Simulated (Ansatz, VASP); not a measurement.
**Two plane-wave programs on C**

Contents of POSCAR:

```
C
1.0
    0.0000000000      1.8183469191      1.8183469191
    1.8183469191      0.0000000000      1.8183469191
    1.8183469191      1.8183469191      0.0000000000
C
2
Direct
    0.7500000000      0.7500000000      0.7500000000
    0.5000000000      0.5000000000      0.5000000000
```

The input INCAR.step1:

```
SYSTEM = C
PREC = Accurate ; ENCUT = 520
ISMEAR = -1 ; SIGMA = 0.05
LREAL = .False. ; LASPH = .True.
NELM = 60 ; NBANDS = 11
GGA = PE ; ALGO = Normal
EDIFF = 1E-4 ; LWAVE = .True.
LCHARG = .False.
```

The input INCAR.step2:

```
SYSTEM = C
PREC = Accurate ; ENCUT = 520
EDIFF = 1E-6 ; ISMEAR = -1
SIGMA = 0.05 ; LREAL = .False.
LASPH = .True. ; NELM = 60
ALGO = Normal ; ISIF = 2
LWAVE = .False. ; LCHARG = .False.
METAGGA = R2SCAN ; LMIXTAU = .True.
IVDW = 13 ; VDW_S6 = 1.0
VDW_S8 = 0.6018749 ; VDW_A1 = 0.51559235
VDW_A2 = 5.77342911 ; NBANDS = 11
ISTART = 1
```

File KPOINTS:

```
regular mesh
0
Gamma
  13 13 13
  0 0 0
```

Contents of input.yaml:

```yaml
crystal:
  lattice:
    - [0.0, 1.8183469191, 1.8183469191]
    - [1.8183469191, 0.0, 1.8183469191]
    - [1.8183469191, 1.8183469191, 0.0]
  atoms:
    - { symbol: C, position: [0.75, 0.75, 0.75] }
    - { symbol: C, position: [0.5, 0.5, 0.5] }
hamiltonian:
  xc: r2scan
  pseudopotentials: { kind: paw }
  dispersion: d4
kpoints:
  mp_grid: { grid: [13, 13, 13] }
scf:
  occupations: { method: fermi_dirac, width: 0.05 }
output:
  forces: true
  stress: true
  eigenvalues: true
  write_density: true
  write_potential: true
  elf: true
  volumetric_format: npy
```

Alike in both runs: task single point; functional r2SCAN; dispersion D4; k mesh 13 × 13 × 13; occupations fermi-dirac, width 0.05 eV; no spin polarisation.

|  | VASP | Ansatz |
| --- | --- | --- |
| version | VASP 6.6.1 | Ansatz 0.2.0 |
| potentials or method | VASP PAW PBE potentials, release 64 (C) | Ansatz PAW |
| plane-wave cutoff (eV) | 520 | 500 |
| valence electrons in the cell | 8 | 8 |

```tsv
	VASP	Ansatz	Ansatz less VASP
gap on the k mesh at the Fermi level (eV)	4.21	4.23	+0.025
least direct gap on the mesh (eV)	5.68	5.72	+0.040
pressure (GPa)	-26.6	-27.5	-0.88
```

VASP's potentials were made for PBE, not for r2SCAN.

Noted on Ansatz's run: odd divisions of the mesh miss points on the zone boundary, where band edges often lie, so the gap on the mesh can be too wide.
